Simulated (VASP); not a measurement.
# Ag (I4/mmm) in VASP: notebook

Runs on Ag. Level: PBE. Tasks: electric field gradients.

All numbers are computed with VASP 6.6.1; they aren't measurements. Logs are shortened: lines on timing, memory, paths and dates and some standing lists are left out, and cuts for length are marked.

## Step 1: The cell of the first run

The structure is tetragonal, space group I4/mmm (No. 139). The conventional cell has a = 2.832 Å, b = 2.832 Å, c = 4.086 Å, α = 90.00°, β = 90.00°, γ = 90.00°. Ag (site symmetry 4/mmm) has 12 Ag at 2.83 to 2.86 Å within 3.7 Å.

## Step 2: Electric field gradients, PBE (equal xx and yy strain of -2 %)

Contents of INCAR:

```
SYSTEM = Ag
PREC = Accurate
ENCUT = 400
EDIFF = 1E-8
ISMEAR = -1
SIGMA = 0.05
LREAL = .FALSE.
LASPH = .TRUE.
NELM = 120
ALGO = Normal
ISIF = 2
LWAVE = .FALSE.
LCHARG = .FALSE.
GGA = PE
LEFG = .TRUE.
NBANDS = 12
GGA_COMPAT = .FALSE.
```

Contents of KPOINTS:

```
Automatic mesh
0
G
  15 15 15
  0 0 0
```

Contents of POSCAR:

```
Ag
1.0
    0.0000000000      2.0022380000      2.0431000000
    2.0022380000      0.0000000000      2.0431000000
    2.0022380000      2.0022380000      0.0000000000
Ag
1
Direct
    0.0000000000      0.0000000000      0.0000000000
```

Potentials or basis: VASP PAW PBE potentials, release 64 (Ag).

The run is started by

```sh
> cat potpaw_PBE.64/Ag/POTCAR > POTCAR
> mpirun -np 1 vasp_std > vasp.out
```

OUTCAR:

```text
SYSTEM = Ag
   PREC = Accurate
   ENCUT = 400
   EDIFF = 1E-8
   ISMEAR = -1
   LREAL = .FALSE.
   LASPH = .TRUE.
   NELM = 120
   ISIF = 2
   GGA = PE

 ion  position               nearest neighbor table
   1  0.000  0.000  0.000-

  LATTYP: Found a body centered tetragonal cell.
 ALAT       =     2.8315921347
 C/A-ratio  =     1.4430750636

  Lattice vectors:

 A1 = (  -2.0022380000,   0.0000000000,   2.0431000000)
 A2 = (   2.0022380000,   0.0000000000,   2.0431000000)
 A3 = (   0.0000000000,   2.0022380000,  -2.0431000000)

Analysis of symmetry for initial positions (statically):
=====================================================================
 Subroutine PRICEL returns:
 Original cell was already a primitive cell.

 Routine SETGRP: Setting up the symmetry group for a
 body centered tetragonal supercell.

 Subroutine GETGRP returns: Found 16 space group operations
 (whereof 16 operations were pure point group operations)
 out of a pool of 16 trial point group operations.

The static configuration has the point symmetry D_4h.

Analysis of symmetry for dynamics (positions and initial velocities):
=====================================================================
 Subroutine PRICEL returns:
 Original cell was already a primitive cell.

 Routine SETGRP: Setting up the symmetry group for a
 body centered tetragonal supercell.

 Subroutine GETGRP returns: Found 16 space group operations
 (whereof 16 operations were pure point group operations)
 out of a pool of 16 trial point group operations.

The dynamic configuration has the point symmetry D_4h.

 Subroutine INISYM returns: Found 16 space group operations
 (whereof 16 operations are pure point group operations),
 and found     1 'primitive' translations

----------------------------------------------------------------------------------------

                                     Primitive cell

  volume of cell :      16.3814

  direct lattice vectors                    reciprocal lattice vectors
     0.000000000  2.002238000  2.043100000    -0.249720563  0.249720563  0.244726151
     2.002238000  0.000000000  2.043100000     0.249720563 -0.249720563  0.244726151
     2.002238000  2.002238000  0.000000000     0.249720563  0.249720563 -0.244726151

  length of vectors
     2.860631857  2.860631857  2.831592135     0.429664530  0.429664530  0.429664530

  position of ions in fractional coordinates (direct lattice)
     0.000000000  0.000000000  0.000000000

  ion indices of the primitive-cell ions
   primitive index   ion index
                 1           1

----------------------------------------------------------------------------------------

 KPOINTS: Automatic mesh

Automatic generation of k-mesh.
 Grid dimensions read from file:
 generate k-points for:   15   15   15

 Generating k-lattice:

  Cartesian coordinates                     Fractional coordinates (reciprocal lattice)
    -0.016648038  0.016648038  0.016315077     0.066666667  0.000000000  0.000000000
     0.016648038 -0.016648038  0.016315077     0.000000000  0.066666667  0.000000000
     0.016648038  0.016648038 -0.016315077     0.000000000  0.000000000  0.066666667

  Length of vectors
     0.028644302  0.028644302  0.028644302

  Shift w.r.t. Gamma in fractional coordinates (k-lattice)
     0.000000000  0.000000000  0.000000000

 Subroutine IBZKPT returns following result:
 ===========================================

 Found    288 irreducible k-points:

 Following reciprocal coordinates:
            Coordinates               Weight
  0.000000  0.000000  0.000000      1.000000
  0.066667  0.000000  0.000000      8.000000
  0.133333  0.000000  0.000000      8.000000
  0.200000  0.000000  0.000000      8.000000
  0.266667  0.000000  0.000000      8.000000
  0.333333  0.000000  0.000000      8.000000
[... 16 lines left out ...]
  0.133333  0.133333  0.000000      2.000000
  0.200000  0.133333  0.000000      8.000000
 [... further k-points ...]
   k-points           NKPTS =    288   k-points in BZ     NKDIM =    288   number of bands    NBANDS=     12
   number of dos      NEDOS =    301   number of ions     NIONS =      1
   total plane-waves  NPLWV =   7200
   dimension x,y,z NGX =    20 NGY =   20 NGZ =   18
   dimension x,y,z NGXF=    40 NGYF=   40 NGZF=   36
   ions per type =               1
   NGX,Y,Z   is equivalent  to a cutoff of  11.62, 11.62, 10.57 a.u.
   NGXF,Y,Z  is equivalent  to a cutoff of  23.25, 23.25, 21.14 a.u.
 SYSTEM =  Ag
   PREC   = accura    normal or accurate (medium, high low for compatibility)
   ISTART =      0    job   : 0-new  1-cont  2-samecut
   ICHARG =      2    charge: 1-file 2-atom 10-const
   ISPIN  =      1    spin polarized calculation?
   LNONCOLLINEAR =      F non collinear calculations
   LSORBIT =      F    spin-orbit coupling
   LASPH  =      T    aspherical Exc in radial PAW
   ENCUT  =  400.0 eV  29.40 Ry    5.42 a.u.   4.66  4.66  4.62*2*pi/ulx,y,z
   NELM   =    120;   NELMIN=  2; NELMDL= -5     # of ELM steps
   EDIFF  = 0.1E-07   stopping-criterion for ELM
   LREAL  =      F    real-space projection
   EDIFFG = 0.1E-06   stopping-criterion for IOM
   NSW    =      0    number of steps for IOM
   IBRION =     -1    ionic relax: 0-MD 1-quasi-New 2-CG
   NFREE  =      0    steps in history (QN), initial steepest desc. (CG)
   ISIF   =      2    stress and relaxation
   ISYM   =      2    0-nonsym 1-usesym 2-fastsym
   POTIM  = 0.5000    time-step for ionic-motion
   TEBEG  =    0.0;   TEEND  =   0.0 temperature during run
   PSTRESS=    0.0 pullay stress
   NELECT =      11.0000    total number of electrons
   NUPDOWN=      -1.0000    fix difference up-down
   EMIN   =  10.00;   EMAX   =-10.00  energy-range for DOS
   EFERMI =   0.00;   METHOD = LEGACY
   ISMEAR =    -1;   SIGMA  =   0.05  broadening in eV -4-tet -1-fermi 0-gaus
   EFERMI_NEDOS =   21; number of points for ismear=-14 and -15
   IALGO  =     38    algorithm
   IMIX   =      4    mixing-type and parameters
     AMIX     =   0.40;   BMIX     =  1.00
     AMIX_MAG =   1.60;   BMIX_MAG =  1.00
  volume/ion in A,a.u.               =      16.38       110.55
  Fermi-wavevector in a.u.,A,eV,Ry     =   1.433580  2.709074 27.962051  2.055153
  Thomas-Fermi vector in A             =   2.553083
   LORBIT       =      0    0 simple, 1 ext, 2 COOP (PROOUT), +10 PAW based schemes
   GGA     = PE    functional components
   LHFCALC =     F    Hartree Fock is set to
   AEXX    =    0.0000 exact exchange contribution
   IVDW    =     0    specifies the selected vdW correction
   LEPSILON=     F    determine dielectric tensor
   LRPA    =     F    only Hartree local field effects (RPA)
 non-spin polarized calculation
  energy-cutoff  :      400.00
  volume of cell :       16.38
 maximum number of plane-waves:       315
   NGX =  9   NGY =  9   NGZ =  9

 number of electron      11.0000003 magnetization

 Free energy of the ion-electron system (eV)
  ---------------------------------------------------
  ext. energy  EPLUGINS =         0.00000000
  ---------------------------------------------------
  free energy    TOTEN  =        -2.67502285 eV

  energy without entropy =       -2.67179525  energy(sigma->0) =       -2.67340905

 E-fermi :   9.1606     XC(G=0): -12.4513

 val. band max:        9.1479973527   @ k =  -0.4000  -0.0000   0.1333
 cond. band min:       9.1651578909   @ k =  -0.0667   0.4000   0.3333
 fundamental gap:      0.0171605383
 Fermi energy:         9.1606018242

 k-point     1 :       0.0000    0.0000    0.0000
  band No.  band energies     occupation
      1       0.9319      2.00000
      2       3.9481      2.00000
      3       4.0858      2.00000
      4       4.0858      2.00000
      5       5.0757      2.00000
      6       5.2183      2.00000
      7      25.1124      0.00000
      8      28.7198      0.00000
      9      29.0240      0.00000
     10      29.0240      0.00000
     11      33.8303      0.00000
     12      35.1643      0.00000

 k-point     2 :       0.0667    0.0000    0.0000
  band No.  band energies     occupation
      1       1.0753      2.00000
      2       3.9569      2.00000
      3       4.0836      2.00000
      4       4.1267      2.00000
      5       5.0628      2.00000
      6       5.1996      2.00000
      7      25.1551      0.00000
      8      27.7770      0.00000
      9      28.9085      0.00000
     10      29.0999      0.00000
     11      33.9218      0.00000
     12      35.0203      0.00000
[... 316 lines left out ...]
 k-point    24 :       0.2000    0.1333    0.0000
  band No.  band energies     occupation
      1       2.0760      2.00000
      2       3.5544      2.00000
      3       4.4269      2.00000
      4       4.5028      2.00000
      5       4.8414      2.00000
      6       5.4008      2.00000
      7      24.4986      0.00000
      8      25.9465      0.00000
      9      26.5990      0.00000
     10      27.8422      0.00000
     11      31.5527      0.00000
     12      34.8342      0.00000

 [... further k-points ...]
[... 5 lines left out ...]
  --------------------------------------------------------------------------------------
  -------------------------------------------------------------------------------------
  Total        0.9729522      0.9729522      0.9098012      0.0000000     -0.0000000      0.0000000
  in kB       95.1592591     95.1592591     88.9827955      0.0000000     -0.0000000      0.0000000
  external PRESSURE =      93.1004379 kB  Pullay stress =       0.0000000 kB

 VOLUME and BASIS-vectors are now :
 -----------------------------------------------------------------------------
  energy-cutoff  :      400.00
  volume of cell :       16.38
      direct lattice vectors                 reciprocal lattice vectors
     0.000000000  2.002238000  2.043100000    -0.249720563  0.249720563  0.244726151
     2.002238000  0.000000000  2.043100000     0.249720563 -0.249720563  0.244726151
     2.002238000  2.002238000  0.000000000     0.249720563  0.249720563 -0.244726151

 POSITION                                       TOTAL-FORCE (eV/Angst)
 -----------------------------------------------------------------------------------
      0.00000      0.00000      0.00000         0.000000     -0.000000      0.000000
 -----------------------------------------------------------------------------------
    total drift:                               -0.000000      0.000000      0.000000

  FREE ENERGIE OF THE ION-ELECTRON SYSTEM (eV)
  ---------------------------------------------------
  free  energy   TOTEN  =        -2.6750228486 eV

  energy  without entropy=       -2.6717952533  energy(sigma->0) =       -2.67340905

 Electric field gradients (V/A^2)
---------------------------------------------------------------------
 ion       V_xx      V_yy      V_zz      V_xy      V_xz      V_yz
---------------------------------------------------------------------
   1      -0.098    -0.098     0.197    -0.001     0.000     0.000
---------------------------------------------------------------------

 Electric field gradients after diagonalization (V/A^2)
 (convention: |V_zz| > |V_xx| > |V_yy|)
----------------------------------------------------------------------
 ion       V_xx      V_yy      V_zz     asymmetry (V_yy - V_xx)/ V_zz
----------------------------------------------------------------------
   1      -0.099    -0.097     0.197       0.011
----------------------------------------------------------------------

           NMR quadrupolar parameters

 Cq : quadrupolar parameter    Cq=e*Q*V_zz/h
 eta: asymmetry parameters     (V_yy - V_xx)/ V_zz
 Q  : nuclear electric quadrupole moment in mb (millibarn)
----------------------------------------------------------------------
 ion       Cq(MHz)       eta       Q (mb)
----------------------------------------------------------------------
   1       0.000       0.011       1.000
----------------------------------------------------------------------
```

Run time: 21 s. Hardware: 1 thread of Intel Xeon 6975P-C, shared host; peak memory 0.15 GiB.

What came out:

```
Free energy : -2.6750 eV
Pressure    : 9.3 GPa
```

Stress tensor (GPa, compression positive):
```
9.52 0.00 0.00
0.00 9.52 0.00
0.00 0.00 8.90
```

Levels at points of the mesh, in eV from the Fermi level:
```
           k point  band 3  band 4  band 5  band 6  band 7  band 8  band 9  band 10
(0.00, 0.00, 0.00)   -5.07   -5.07   -4.08   -3.94   15.95   19.56   19.86    19.86
```

Caveat: the cell differs from its parent crystal (equal xx and yy strain of -2 %); without QUAD_EFG the Cq values of the log hold for a quadrupole moment of 1 mb, not for the nuclei.

## Step 3: Electric field gradients, PBE (equal xx and yy strain of -2 %)

Contents of INCAR:

```
PREC = Accurate ; ENCUT = 400
EDIFF = 1E-8 ; ISMEAR = -1
SIGMA = 0.05 ; LREAL = F
LASPH = T ; NELM = 120
ALGO = Normal ; ISIF = 2
LWAVE = F ; LCHARG = F
GGA = PE ; LEFG = T
NBANDS = 12 ; GGA_COMPAT = F
```

Contents of KPOINTS:

```
regular mesh
0
Gamma
  15 15 15
```

POSCAR is that of step 2.

Potentials or basis: VASP PAW PBE potentials, release 64 (Ag).

The run is started by

```sh
> cat potpaw_PBE.64/Ag/POTCAR > POTCAR
> mpirun -np 1 vasp_std > vasp.out
```

OUTCAR:

```text
PREC = Accurate
   ENCUT = 400
   EDIFF = 1E-8
   ISMEAR = -1
   LREAL = F
   LASPH = T
   NELM = 120
   ISIF = 2
   GGA = PE

 ion  position               nearest neighbor table
   1  0.000  0.000  0.000-

  LATTYP: Found a body centered tetragonal cell.
 ALAT       =     2.8315921347
 C/A-ratio  =     1.4430750636

  Lattice vectors:

 A1 = (  -2.0022380000,   0.0000000000,   2.0431000000)
 A2 = (   2.0022380000,   0.0000000000,   2.0431000000)
 A3 = (   0.0000000000,   2.0022380000,  -2.0431000000)

Analysis of symmetry for initial positions (statically):
=====================================================================
 Subroutine PRICEL returns:
 Original cell was already a primitive cell.

 Routine SETGRP: Setting up the symmetry group for a
 body centered tetragonal supercell.

 Subroutine GETGRP returns: Found 16 space group operations
[... 540 lines left out ...]

 VOLUME and BASIS-vectors are now :
 -----------------------------------------------------------------------------
  energy-cutoff  :      400.00
  volume of cell :       16.38
      direct lattice vectors                 reciprocal lattice vectors
     0.000000000  2.002238000  2.043100000    -0.249720563  0.249720563  0.244726151
     2.002238000  0.000000000  2.043100000     0.249720563 -0.249720563  0.244726151
     2.002238000  2.002238000  0.000000000     0.249720563  0.249720563 -0.244726151

 POSITION                                       TOTAL-FORCE (eV/Angst)
 -----------------------------------------------------------------------------------
      0.00000      0.00000      0.00000         0.000000     -0.000000      0.000000
 -----------------------------------------------------------------------------------
    total drift:                               -0.000000      0.000000      0.000000

  FREE ENERGIE OF THE ION-ELECTRON SYSTEM (eV)
  ---------------------------------------------------
  free  energy   TOTEN  =        -2.6750228486 eV

  energy  without entropy=       -2.6717952533  energy(sigma->0) =       -2.67340905

 Electric field gradients (V/A^2)
---------------------------------------------------------------------
 ion       V_xx      V_yy      V_zz      V_xy      V_xz      V_yz
---------------------------------------------------------------------
   1      -0.098    -0.098     0.197    -0.001     0.000     0.000
---------------------------------------------------------------------

 Electric field gradients after diagonalization (V/A^2)
 (convention: |V_zz| > |V_xx| > |V_yy|)
----------------------------------------------------------------------
 ion       V_xx      V_yy      V_zz     asymmetry (V_yy - V_xx)/ V_zz
----------------------------------------------------------------------
   1      -0.099    -0.097     0.197       0.011
----------------------------------------------------------------------

           NMR quadrupolar parameters

 Cq : quadrupolar parameter    Cq=e*Q*V_zz/h
 eta: asymmetry parameters     (V_yy - V_xx)/ V_zz
 Q  : nuclear electric quadrupole moment in mb (millibarn)
----------------------------------------------------------------------
 ion       Cq(MHz)       eta       Q (mb)
----------------------------------------------------------------------
   1       0.000       0.011       1.000
----------------------------------------------------------------------
```

Wall time 25 s (1 thread of Intel Xeon 6975P-C, shared host); peak memory 0.15 GiB.

What came out:

```yaml
Free_energy: -2.6750 eV
Pressure: 9.3 GPa
```

Stress tensor (GPa, compression positive):
```
9.52 0.00 0.00
0.00 9.52 0.00
0.00 0.00 8.90
```

Levels at points of the mesh, in eV from the Fermi level:
```tsv
k point	band 2	band 3	band 4	band 5	band 6	band 7	band 8	band 9	band 10	band 11
(0.00, 0.00, 0.00)	-5.21	-5.07	-5.07	-4.08	-3.94	15.95	19.56	19.86	19.86	24.67
```

Caveat: the cell differs from its parent crystal (equal xx and yy strain of -2 %); without QUAD_EFG the Cq values of the log hold for a quadrupole moment of 1 mb, not for the nuclei.

[end of part 1 of 3]
